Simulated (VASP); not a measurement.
Input of a VASP 6.6.1 run:

The input INCAR:

```
SYSTEM = Al2BN3
  PREC = Accurate
  ENCUT = 520
  EDIFF = 1E-6
  ISMEAR = 0
  SIGMA = 0.1
  LREAL = .FALSE.
  LASPH = .TRUE.
  NELM = 60
  ALGO = Normal
  ISIF = 2
  LWAVE = .FALSE.
  LCHARG = .FALSE.
  GGA = PE
  NBANDS = 21
```

File KPOINTS:

```
Automatic mesh
0
G
  12 12 6
  0 0 0
```

Contents of POSCAR:

```
Al2BN3
1.0
    3.3715092338      0.0000000000      0.0000000000
    0.0000000000      3.3715092338      0.0000000000
    0.0000000000      0.0000000000      6.1222488856
Al B N
2 1 3
Direct
    0.5000000000      0.5000000000      0.2015258622
    0.5000000000      0.5000000000      0.7984741378
    0.0000000000      0.0000000000      0.0000000000
    0.5000000000      0.5000000000      0.5000000000
    0.5000000000      0.0000000000      0.5000000000
    0.0000000000      0.5000000000      0.5000000000
```

Potentials or basis: VASP PAW PBE potentials, release 64 (Al, B, N).

Run with:

```bash
$ cat potpaw_PBE.64/Al/POTCAR potpaw_PBE.64/B/POTCAR potpaw_PBE.64/N/POTCAR > POTCAR
$ mpirun -np 1 vasp_std > vasp.out
```

(1) Estimate the largest force.

(2) What does it give for the pressure?

(3) What does it give for the band gap on the k mesh?

## Answers

(1) 0.004 eV/Å.

(2) -0.1 GPa.

(3) zero (bands 12 and 13 overlap by 1.60 eV).
